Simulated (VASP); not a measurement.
TlBr, 2 atoms in the cell. It takes space group Pm-3m (No. 221, cubic). Conventional cell: a = 3.841 Å, b = 3.841 Å, c = 3.841 Å, α = 90.00°, β = 90.00°, γ = 90.00°. Within 4.4 Å of Tl (site symmetry m-3m) lie 8 Br at 3.33 Å and 6 Tl at 3.84 Å. Within 4.4 Å of Br (site symmetry m-3m) lie 8 Tl at 3.33 Å and 6 Br at 3.84 Å. 

```yaml
Program: VASP 6.6.1
Task: single point
Functional: PBE
Potentials_or_basis: VASP PAW PBE potentials, release 64 (Tl_d, Br)
Cutoff: 500 eV
k_mesh: 4 × 4 × 4
Occupations: gaussian, width 0.01 eV
Spin: no spin polarisation
Dipole_correction: no
Further_INCAR_settings: ALGO = Normal; EDIFF = 1e-06; NBANDS = 17
```

Potentials or basis: VASP PAW PBE potentials, release 64 (Tl_d, Br).

The run is started by

```bash
$ cat potpaw_PBE.64/Tl_d/POTCAR potpaw_PBE.64/Br/POTCAR > POTCAR
$ mpirun -np 1 vasp_std > vasp.out
```

Hardware: 1 thread of Intel(R) Xeon(R) Platinum 8488C (Sapphire Rapids), on a shared host.

Question: Estimate the wall time of this run.

Answer: It took 5.8 s on 1 thread of Intel(R) Xeon(R) Platinum 8488C (Sapphire Rapids), with other jobs on the host, peak memory 0.15 GiB. Counts: scf iterations 12, k points 10.
